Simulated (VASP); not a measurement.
**Ti: single point with PBE**

Ti:

```xyz
1
Lattice="0.0000 2.0565 2.0565 2.0565 0.0000 2.0565 2.0565 2.0565 0.0000" Properties=species:S:1:pos:R:3 pbc="T T T"
Ti    0.0000    0.0000    0.0000
```

```json
{
  "Program": "VASP 6.6.1",
  "Task": "single point",
  "Functional": "PBE",
  "Potentials or basis": "VASP PAW PBE potentials, release 64 (Ti_sv)",
  "Cutoff": "500 eV",
  "k mesh": "14 × 14 × 14",
  "Occupations": "fermi-dirac, width 0.05 eV",
  "Spin": "no spin polarisation",
  "Dipole correction": "no",
  "Further INCAR settings": "ALGO = Normal; EDIFF = 1e-06; NBANDS = 12"
}
```

- Pressure: -0.3 GPa
- Band gap on the k mesh: zero (band 6 reaches 9.08 eV, above the bottom of band 7 at 7.81 eV)

Levels at points of the mesh, in eV from the Fermi level:
```csv
k point,band 4,band 5,band 6,band 7,band 8,band 9
"(0.00, 0.00, 0.00)",-32.57,-6.09,0.87,0.87,0.87,2.50
"(0.50, 0.00, 0.00)",-32.66,-2.58,0.63,0.76,0.76,3.56
"(0.50, 0.50, 0.00)",-32.81,-2.56,-1.70,2.84,3.56,3.84
```

Run time: 13 s on 1 thread of Intel Xeon 6975P-C, on a shared host, peak memory 0.15 GiB.
